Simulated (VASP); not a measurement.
MnO, 2 atoms in the cell. It takes space group Pm-3m (No. 221, cubic). The conventional cell has a = 2.672 Å, b = 2.672 Å, c = 2.672 Å, α = 90.00°, β = 90.00°, γ = 90.00°. Within 3.1 Å of Mn (site symmetry m-3m) lie 8 O at 2.31 Å and 6 Mn at 2.67 Å. Within 3.1 Å of O (site symmetry m-3m) lie 8 Mn at 2.31 Å and 6 O at 2.67 Å. 

```yaml
Program: VASP 6.6.1
Task: relaxation of cell and atoms
Functional: HSE06
Potentials_or_basis: VASP PAW PBE potentials, release 64 (Mn_pv, O)
Cutoff: 600 eV
k_mesh: 5 × 5 × 5
Occupations: fermi-dirac, width 0.05 eV
Spin: collinear spin, ferromagnetic start
Starting_moments: "[4.0, 0.0] μB"
Dipole_correction: no
Grid_for_exact_exchange_PRECFOCK: Normal
Further_INCAR_settings: ALGO = Normal; EDIFF = 1e-06; IBRION = 2; EDIFFG = -0.01; NSW = 60; ISIF = 3
Share_of_exact_exchange: 0.25
Screening_parameter: 0.2079 1/Å
```

Potentials or basis: VASP PAW PBE potentials, release 64 (Mn_pv, O).

Launch:

```console
$ cat potpaw_PBE.64/Mn_pv/POTCAR potpaw_PBE.64/O/POTCAR > POTCAR
$ cp INCAR.step1 INCAR
$ mpirun -np 1 vasp_std > vasp.out
$ cp INCAR.step2 INCAR
$ mpirun -np 1 vasp_std > vasp.out
```

Hardware: 1 thread of Oxide Virtual Turin-like Processor, with other jobs on the host.

Problem. Estimate the wall time of this run.

Solution. It took 92 min on 1 thread of Oxide Virtual Turin-like Processor (shared host), peak memory 0.24 GiB. Counts: k points 10, ion steps 3.
